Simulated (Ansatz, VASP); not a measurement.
# Cd in VASP and in Ansatz

```
Cd
1.0
     2.97887    0.00000    0.00000
    -1.48944    2.57978    0.00000
     0.00000    0.00000    5.61765
Cd
2
Direct
  0.33333 0.66667 0.25000
  0.66667 0.33333 0.75000
```

Alike in both runs: task electric field gradients; functional PBEsol; k mesh 16 × 16 × 7; occupations fermi-dirac, width 0.05 eV; no spin polarisation.

|  | VASP | Ansatz |
| --- | --- | --- |
| version | VASP 6.6.1 | Ansatz 0.2.0 |
| potentials or method | VASP PAW PBE potentials, release 64 (Cd), cutoff 520 eV | all-electron PAW with datasets made for the crystal, scalar-relativistic |

|  | VASP | Ansatz | Ansatz less VASP |
| --- | --- | --- | --- |
| pressure (GPa) | -1.2 | -1.6 | -0.34 |
| traceless stress, the component that is largest in VASP (GPa) | -0.16 | 0.00 | +0.152 |
| size of Vzz on the site where it differs most (V/Å²) | 79.6 | 74.5 | -5.07 |

VASP's potentials were made for PBE, not for PBEsol. Ansatz ran all-electron here, and VASP with PAW potentials.
